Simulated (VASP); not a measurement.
# Ge (P-1) in VASP: further runs

The runs below take Ge through single point, with r2SCAN.

Everything below comes from runs of VASP 6.6.1. Logs are shortened: lines on timing, memory, paths and dates and some standing lists are left out, and cuts for length are marked.

### 1 The cell of the first run

The typed cell holds 2 atoms: a = 3.900 Å, b = 3.900 Å, c = 3.900 Å, α = 97.38°, β = 97.38°, γ = 138.01°.

### 2 Single point, r2SCAN

The input, POSCAR:

```
Ge
1.0
   -2.5744900000      2.5744900000      1.3974100000
    2.5744900000     -2.5744900000      1.3974100000
    2.5744900000      2.5744900000     -1.3974100000
Ge
2
Direct
    0.2482700000      0.7338700000      0.4799100000
    0.5019960959      0.5059360959      0.9910700000
```

The input, INCAR.step1:

```
ALGO = Normal
EDIFF = 1E-4
ENCUT = 520
GGA = PE
ISMEAR = 1
LASPH = True
LCHARG = False
LREAL = False
LWAVE = True
NBANDS = 21
NELM = 100
PREC = Accurate
SIGMA = 0.1
```

The input, INCAR.step2:

```
ALGO = Normal
EDIFF = 1E-6
ENCUT = 520
ISIF = 2
ISMEAR = 1
ISTART = 1
LASPH = True
LCHARG = False
LMIXTAU = True
LREAL = False
LWAVE = False
METAGGA = R2SCAN
NBANDS = 21
NELM = 100
PREC = Accurate
SIGMA = 0.1
```

The input, KPOINTS:

```
k-points
0
Gamma
  8 8 6
```

Potentials or basis: VASP PAW PBE potentials, release 64 (Ge_d).

Command:

```bash
$ cat potpaw_PBE.64/Ge_d/POTCAR > POTCAR
$ cp INCAR.step1 INCAR
$ mpirun -np 1 vasp_std > vasp.out
$ cp INCAR.step2 INCAR
$ mpirun -np 1 vasp_std > vasp.out
```

OUTCAR:

```text
EDIFF = 1E-6
   ENCUT = 520
   ISIF = 2
   ISMEAR = 1
   ISTART = 1
   LASPH = True
   LREAL = False
   METAGGA = R2SCAN
   NELM = 100
   PREC = Accurate

 ion  position               nearest neighbor table
   1  0.248  0.734  0.480-   2 2.60   2 2.65   2 2.68   2 2.75
   2  0.502  0.506  0.991-   1 2.60   1 2.65   1 2.68   1 2.75

  LATTYP: Found a body centered tetragonal cell.
 ALAT       =     5.1489800000
 C/A-ratio  =     0.5427909994

  Lattice vectors:

 A1 = (  -2.5744900000,   2.5744900000,   1.3974100000)
 A2 = (   2.5744900000,  -2.5744900000,   1.3974100000)
 A3 = (   2.5744900000,   2.5744900000,  -1.3974100000)

Analysis of symmetry for initial positions (statically):
=====================================================================
 Subroutine PRICEL returns:
 Original cell was already a primitive cell.

 Routine SETGRP: Setting up the symmetry group for a
 body centered tetragonal supercell.

 Subroutine GETGRP returns: Found  2 space group operations
 (whereof  1 operations were pure point group operations)
 out of a pool of 16 trial point group operations.

The static configuration has the point symmetry C_1 .
 The point group associated with its full space group is S_2 .

Analysis of symmetry for dynamics (positions and initial velocities):
=====================================================================
 Subroutine PRICEL returns:
 Original cell was already a primitive cell.

 Routine SETGRP: Setting up the symmetry group for a
 body centered tetragonal supercell.

 Subroutine GETGRP returns: Found  2 space group operations
 (whereof  1 operations were pure point group operations)
 out of a pool of 16 trial point group operations.

The dynamic configuration has the point symmetry C_1 .
 The point group associated with its full space group is S_2 .

 Subroutine INISYM returns: Found  2 space group operations
 (whereof  1 operations are pure point group operations),
 and found     1 'primitive' translations

----------------------------------------------------------------------------------------

                                     Primitive cell

  volume of cell :      37.0481

  direct lattice vectors                    reciprocal lattice vectors
    -2.574490000  2.574490000  1.397410000     0.000000000  0.194213223  0.357804796
     2.574490000 -2.574490000  1.397410000     0.194213223  0.000000000  0.357804796
     2.574490000  2.574490000 -1.397410000     0.194213223  0.194213223  0.000000000

  length of vectors
     3.899840026  3.899840026  3.899840026     0.407115522  0.407115522  0.274658974

  position of ions in fractional coordinates (direct lattice)
     0.248270000  0.733870000  0.479910000
     0.501996096  0.505936096  0.991070000

  ion indices of the primitive-cell ions
   primitive index   ion index
                 1           1
                 2           2

----------------------------------------------------------------------------------------

 KPOINTS: k-points

Automatic generation of k-mesh.
 Grid dimensions read from file:
 generate k-points for:    8    8    6

 Generating k-lattice:

  Cartesian coordinates                     Fractional coordinates (reciprocal lattice)
     0.000000000  0.024276653  0.044725600     0.125000000  0.000000000  0.000000000
     0.024276653  0.000000000  0.044725600     0.000000000  0.125000000  0.000000000
     0.032368870  0.032368870  0.000000000     0.000000000  0.000000000  0.166666667

  Length of vectors
     0.050889440  0.050889440  0.045776496

  Shift w.r.t. Gamma in fractional coordinates (k-lattice)
     0.000000000  0.000000000  0.000000000

 -----------------------------------------------------------------------------
|                                                                             |
|           W    W    AA    RRRRR   N    N  II  N    N   GGGG   !!!           |
|           W    W   A  A   R    R  NN   N  II  NN   N  G    G  !!!           |
|           W    W  A    A  R    R  N N  N  II  N N  N  G       !!!           |
|           W WW W  AAAAAA  RRRRR   N  N N  II  N  N N  G  GGG   !            |
|           WW  WW  A    A  R   R   N   NN  II  N   NN  G    G                |
|           W    W  A    A  R    R  N    N  II  N    N   GGGG   !!!           |
|                                                                             |
|     Your reciprocal lattice and k-lattice belong to different lattice       |
|     classes:                                                                |
|                                                                             |
|        The reciprocal lattice is body-centered tetragonal,                  |
|        whereas your k-lattice is base-centered monoclinic.                  |
|                                                                             |
|     Results are often still useful ...                                      |
|                                                                             |
 -----------------------------------------------------------------------------

 WARNING: IBZKPT: internal override: KBLOWUP is changed to .FALSE.
      ... skipping the blow-up phase ...

 Subroutine IBZKPT returns following result:
 ===========================================

 Found    196 irreducible k-points:

 Following reciprocal coordinates:
            Coordinates               Weight
  0.000000  0.000000  0.000000      1.000000
  0.125000  0.000000 -0.000000      2.000000
  0.250000  0.000000 -0.000000      2.000000
  0.375000  0.000000 -0.000000      2.000000
  0.500000  0.000000 -0.000000      1.000000
  0.000000  0.125000 -0.000000      2.000000
[... 16 lines left out ...]
  0.125000  0.375000  0.000000      2.000000
  0.250000  0.375000 -0.000000      2.000000
 [... further k-points ...]
   k-points           NKPTS =    196   k-points in BZ     NKDIM =    196   number of bands    NBANDS=     21
   number of dos      NEDOS =    301   number of ions     NIONS =      2
   total plane-waves  NPLWV =  27000
   dimension x,y,z NGX =    30 NGY =   30 NGZ =   30
   dimension x,y,z NGXF=    60 NGYF=   60 NGZF=   60
   ions per type =               2
   NGX,Y,Z   is equivalent  to a cutoff of  12.79, 12.79, 12.79 a.u.
   NGXF,Y,Z  is equivalent  to a cutoff of  25.58, 25.58, 25.58 a.u.
 SYSTEM =  unknown system
   PREC   = accura    normal or accurate (medium, high low for compatibility)
   ISTART =      1    job   : 0-new  1-cont  2-samecut
   ICHARG =      0    charge: 1-file 2-atom 10-const
   ISPIN  =      1    spin polarized calculation?
   LNONCOLLINEAR =      F non collinear calculations
   LSORBIT =      F    spin-orbit coupling
   LASPH  =      T    aspherical Exc in radial PAW
   ENCUT  =  520.0 eV  38.22 Ry    6.18 a.u.   7.25  7.25  7.25*2*pi/ulx,y,z
   NELM   =    100;   NELMIN=  2; NELMDL=  0     # of ELM steps
   EDIFF  = 0.1E-05   stopping-criterion for ELM
   LREAL  =      F    real-space projection
   EDIFFG = 0.1E-04   stopping-criterion for IOM
   NSW    =      0    number of steps for IOM
   IBRION =     -1    ionic relax: 0-MD 1-quasi-New 2-CG
   NFREE  =      0    steps in history (QN), initial steepest desc. (CG)
   ISIF   =      2    stress and relaxation
   ISYM   =      2    0-nonsym 1-usesym 2-fastsym
   POTIM  = 0.5000    time-step for ionic-motion
   TEBEG  =    0.0;   TEEND  =   0.0 temperature during run
   PSTRESS=    0.0 pullay stress
   NELECT =      28.0000    total number of electrons
   NUPDOWN=      -1.0000    fix difference up-down
   EMIN   =  10.00;   EMAX   =-10.00  energy-range for DOS
   EFERMI =   0.00;   METHOD = LEGACY
   ISMEAR =     1;   SIGMA  =   0.10  broadening in eV -4-tet -1-fermi 0-gaus
   EFERMI_NEDOS =   21; number of points for ismear=-14 and -15
   IALGO  =     38    algorithm
   IMIX   =      4    mixing-type and parameters
     AMIX     =   0.40;   BMIX     =  1.00
     AMIX_MAG =   1.60;   BMIX_MAG =  1.00
  volume/ion in A,a.u.               =      18.52       125.01
  Fermi-wavevector in a.u.,A,eV,Ry     =   1.491210  2.817978 30.255367  2.223707
  Thomas-Fermi vector in A             =   2.603894
   LORBIT       =      0    0 simple, 1 ext, 2 COOP (PROOUT), +10 PAW based schemes
   METAGGA = R2SCAN    functional components
   LHFCALC =     F    Hartree Fock is set to
   AEXX    =    0.0000 exact exchange contribution
   IVDW    =     0    specifies the selected vdW correction
   LEPSILON=     F    determine dielectric tensor
   LRPA    =     F    only Hartree local field effects (RPA)
 non-spin polarized calculation
 Methfessel and Paxton  Order N= 1 SIGMA  =   0.10
  energy-cutoff  :      520.00
  volume of cell :       37.05
 maximum number of plane-waves:      1019
 NGX is ok and might be reduce to    30
   NGX = 15   NGY = 15   NGZ = 15

 number of electron      28.0000004 magnetization

 Free energy of the ion-electron system (eV)
  ---------------------------------------------------
  ext. energy  EPLUGINS =         0.00000000
  ---------------------------------------------------
  free energy    TOTEN  =       -27.01418472 eV

  energy without entropy =      -27.01430318  energy(sigma->0) =      -27.01422421

 E-fermi :   6.6011     XC(G=0): -12.3767

 val. band max:        6.5921440511   @ k =  -0.3750   0.1250   0.5000
 cond. band min:       6.6380762952   @ k =   0.5000   0.0000   0.1667
 fundamental gap:      0.0459322441
 Fermi energy:         6.6010514968

 k-point     1 :       0.0000    0.0000    0.0000
  band No.  band energies     occupation
      1     -18.8125      2.00000
      2     -18.7636      2.00000
      3     -18.7310      2.00000
      4     -18.7279      2.00000
      5     -18.6164      2.00000
      6     -18.6106      2.00000
[... 13 lines left out ...]
     20      18.8192      0.00000
     21      19.7827      0.00000

 k-point     2 :       0.1250    0.0000   -0.0000
  band No.  band energies     occupation
      1     -18.8059      2.00000
      2     -18.7431      2.00000
      3     -18.7209      2.00000
      4     -18.7042      2.00000
      5     -18.6315      2.00000
      6     -18.6237      2.00000
[... 13 lines left out ...]
     20      18.2277      0.00000
     21      18.8334      0.00000

 k-point     3 :       0.2500    0.0000   -0.0000
  band No.  band energies     occupation
      1     -18.7878      2.00000
      2     -18.7077      2.00000
      3     -18.6994      2.00000
      4     -18.6683      2.00000
      5     -18.6602      2.00000
      6     -18.6295      2.00000
[... 13 lines left out ...]
     20      16.1255      0.00000
     21      18.1678      0.00000

 k-point     4 :       0.3750    0.0000   -0.0000
  band No.  band energies     occupation
      1     -18.7697      2.00000
      2     -18.7021      2.00000
      3     -18.6939      2.00000
      4     -18.6875      2.00000
      5     -18.6653      2.00000
      6     -18.6423      2.00000
[... 13 lines left out ...]
     20      16.5310      0.00000
     21      19.6181      0.00000

 k-point     5 :       0.5000    0.0000   -0.0000
  band No.  band energies     occupation
      1     -18.7604      2.00000
      2     -18.7160      2.00000
      3     -18.7057      2.00000
      4     -18.6876      2.00000
      5     -18.6552      2.00000
      6     -18.6475      2.00000
[... 13 lines left out ...]
     20      18.9341      0.00000
     21      19.9829      0.00000
[... 382 lines left out ...]
     20      18.6631      0.00000
     21      19.4394      0.00000

 k-point    22 :       0.0000    0.3750   -0.0000
  band No.  band energies     occupation
      1     -18.7757      2.00000
      2     -18.7015      2.00000
      3     -18.6951      2.00000
      4     -18.6899      2.00000
      5     -18.6719      2.00000
      6     -18.6416      2.00000
[... 13 lines left out ...]
     20      16.6327      0.00000
     21      19.4975      0.00000

 k-point    23 :       0.1250    0.3750    0.0000
  band No.  band energies     occupation
      1     -18.7724      2.00000
      2     -18.7164      2.00000
      3     -18.7019      2.00000
      4     -18.6772      2.00000
      5     -18.6608      2.00000
      6     -18.6545      2.00000
[... 13 lines left out ...]
     20      18.9369      0.00000
     21      19.5731      0.00000

 k-point    24 :       0.2500    0.3750   -0.0000
  band No.  band energies     occupation
      1     -18.7623      2.00000
      2     -18.7168      2.00000
      3     -18.7011      2.00000
      4     -18.6710      2.00000
      5     -18.6573      2.00000
      6     -18.6298      2.00000
[... 13 lines left out ...]
     20      17.5433      0.00000
     21      18.9213      0.00000

 [... further k-points ...]

------------------------ aborting loop because EDIFF is reached ----------------------------------------

  FORCE on cell =-STRESS in cart. coord.  units (eV):
  Direction    XX          YY          ZZ          XY          YZ          ZX
  --------------------------------------------------------------------------------------
  -------------------------------------------------------------------------------------
  Total       -0.0789787     -0.1140660      0.8114642     -0.0718864     -0.1566988     -0.2143719
  in kB       -3.4155007     -4.9328785     35.0924519     -3.1087898     -6.7765698     -9.2706932
  external PRESSURE =       8.9146909 kB  Pullay stress =       0.0000000 kB

 VOLUME and BASIS-vectors are now :
 -----------------------------------------------------------------------------
  energy-cutoff  :      520.00
  volume of cell :       37.05
      direct lattice vectors                 reciprocal lattice vectors
    -2.574490000  2.574490000  1.397410000     0.000000000  0.194213223  0.357804796
     2.574490000 -2.574490000  1.397410000     0.194213223  0.000000000  0.357804796
     2.574490000  2.574490000 -1.397410000     0.194213223  0.194213223  0.000000000

 POSITION                                       TOTAL-FORCE (eV/Angst)
 -----------------------------------------------------------------------------------
      2.48570     -0.01465      0.70182         0.189551      0.000400     -0.016139
      2.56164      2.54136      0.02356        -0.189551     -0.000400      0.016139
 -----------------------------------------------------------------------------------
    total drift:                               -0.000184      0.000592      0.000057

  FREE ENERGIE OF THE ION-ELECTRON SYSTEM (eV)
  ---------------------------------------------------
  free  energy   TOTEN  =       -27.0141847224 eV

  energy  without entropy=      -27.0143031765  energy(sigma->0) =      -27.01422421
```

It took 4 min on 1 thread of Intel Xeon 6975P-C (Granite Rapids), shared host; peak memory 0.25 GiB.

Results:

```
Free energy            : -27.0142 eV
Pressure               : 0.9 GPa
Largest force          : 0.190 eV/Å
Band gap on the k mesh : zero (band 14 reaches 8.41 eV, above the bottom of band 15 at 3.68 eV)
```

Forces on the atoms (eV/Å):
```
Ge   0.190  0.000 -0.016
Ge  -0.190  0.000  0.016
```

Stress tensor (GPa, compression positive):
```
-0.34 -0.31 -0.93
-0.31 -0.49 -0.68
-0.93 -0.68  3.51
```

Levels at points of the mesh, in eV from the Fermi level:
```
           k point  band 10  band 11  band 12  band 13  band 14  band 15  band 16  band 17  band 18  band 19
(0.00, 0.00, 0.00)   -25.07   -13.87    -4.04    -2.47    -2.45     3.79     8.04     8.12     8.65     8.88
(0.50, 0.00, 0.00)   -25.12    -8.33    -6.58    -2.58    -2.13    -1.31     2.73     3.98     5.82     9.57
(0.00, 0.50, 0.00)   -25.11    -8.42    -6.38    -2.70    -2.11    -1.37     2.82     4.02     5.68     9.56
(0.50, 0.50, 0.00)   -25.15   -11.22   -10.73     0.34     0.94     2.18     2.35     8.07     8.07    12.07
(0.00, 0.00, 0.50)   -25.15   -11.13   -10.83     0.44     0.81     2.24     2.34     8.06     8.08    12.09
(0.50, 0.00, 0.50)   -25.12    -8.22    -6.74    -2.48    -2.13    -1.49     3.06     3.69     6.29     9.33
(0.00, 0.50, 0.50)   -25.12    -8.28    -6.66    -2.53    -2.13    -1.35     2.79     3.90     5.97     9.52
(0.50, 0.50, 0.50)   -25.20    -9.25    -9.20    -6.09    -6.04     6.52     6.68    11.72    11.73    16.14
```

Caveat: the PAW data sets were made with another functional, which shifts forces and pressure a little.

(Continued in part 2 of 2.)
